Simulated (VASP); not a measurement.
Input of a VASP 6.6.1 run:

INCAR

```
  PREC = Accurate
  ENCUT = 520
  EDIFF = 1E-7
  ISMEAR = 0
  SIGMA = 0.1
  LREAL = F
  LASPH = T
  NELM = 60
  ALGO = Normal
  ISIF = 2
  LWAVE = F
  LCHARG = F
  LDIPOL = T
  IDIPOL = 3
  DIPOL = 0.5 0.5 0.504
  GGA = PS
  NBANDS = 12
```

KPOINTS

```
Automatic mesh
0
Gamma
  9 9 1
```

Contents of POSCAR:

```
Mg4H
1.0
    3.1881999938      0.0000000000      0.0000000000
   -1.5940999969      2.7610621870      0.0000000000
    0.0000000000      0.0000000000     26.6626988054
Mg H
4 1
Direct
    0.6666666667      0.3333333333      0.3187974354
    0.3333333333      0.6666666667      0.4145954247
    0.6666666667      0.3333333333      0.5098254212
    0.3333333333      0.6666666667      0.6056751868
    0.3333333333      0.6666666667      0.6704684567
```

Potentials or basis: VASP PAW PBE potentials, release 64 (Mg, H).

Launch:

```sh
$ cat potpaw_PBE.64/Mg/POTCAR potpaw_PBE.64/H/POTCAR > POTCAR
$ mpirun -np 1 vasp_std > vasp.out
```

(1) Estimate the band gap on the k mesh.

(2) What does it give for the largest force?

Results:

(1) zero (an odd number of electrons rules out a gap without spin polarisation).

(2) 0.057 eV/Å.

Caveat: the PAW data sets were made with another functional, which shifts forces and pressure a little.
